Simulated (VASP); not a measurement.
Here is a VASP 6.6.1 calculation.

INCAR

```
PREC = Accurate
ENCUT = 520
EDIFF = 1E-6
ISMEAR = 0
SIGMA = 0.05
LREAL = F
LASPH = T
NELM = 80
ALGO = Normal
ISIF = 2
LWAVE = F
LCHARG = F
GGA = PS
NBANDS = 84
```

KPOINTS

```
Automatic mesh
0
Gamma
  3 2 4
```

POSCAR

```
Ti12H
1.0
    5.9000000000      0.0000000000      0.0000000000
   -4.4250000000      7.6643250000      0.0000000000
    0.0000000000      0.0000000000      4.6846000000
Ti H
12 1
Direct
   -0.0006415792     -0.0014401255     -0.0038216008
    0.1638522085      0.2177337731      0.4940796139
   -0.0074712097      0.3301589309     -0.0031620989
    0.1606567503      0.5574620307      0.5008345854
    0.0032899325      0.6697955471     -0.0000809565
    0.1657258742      0.8881978847      0.5045575974
    0.5015256731     -0.0002790933     -0.0042742729
    0.6637839555      0.2181539042      0.5011508619
    0.5060686900      0.3305755105      0.0008227764
    0.6746080532      0.5578246559      0.5039351878
    0.5035970038      0.6705603883      0.0056759638
    0.6676736585      0.8893417384      0.5037269696
    0.3340242894      0.4434610551      0.2503555730
```

Potentials or basis: VASP PAW PBE potentials, release 64 (Ti_sv, H).

Run with:

```sh
$ cat potpaw_PBE.64/Ti_sv/POTCAR potpaw_PBE.64/H/POTCAR > POTCAR
$ mpirun -np 1 vasp_std > vasp.out
```

Question: Predict the pressure.

Answer: -5.2 GPa.

Question: Predict the largest force.

Answer: 0.026 eV/Å.

Question: Estimate the band gap on the k mesh.

Answer: Zero (an odd number of electrons rules out a gap without spin polarisation).

Forces on the atoms (eV/Å):
```
Ti   0.005  0.004 -0.015
Ti  -0.004 -0.005  0.000
Ti  -0.009 -0.003 -0.012
Ti  -0.005  0.001 -0.001
Ti  -0.004  0.008 -0.005
Ti  -0.001  0.005  0.007
Ti  -0.003 -0.002 -0.005
Ti   0.003 -0.008  0.002
Ti   0.019 -0.005 -0.017
Ti   0.010  0.005  0.017
Ti   0.001 -0.013  0.015
Ti  -0.001 -0.001  0.015
H   -0.012  0.012 -0.002
```

Caveat: the k points lie up to 0.41 Å⁻¹ apart, too coarse for converged energies and pressures of a metal; the PAW data sets were made with another functional, which shifts forces and pressure a little.
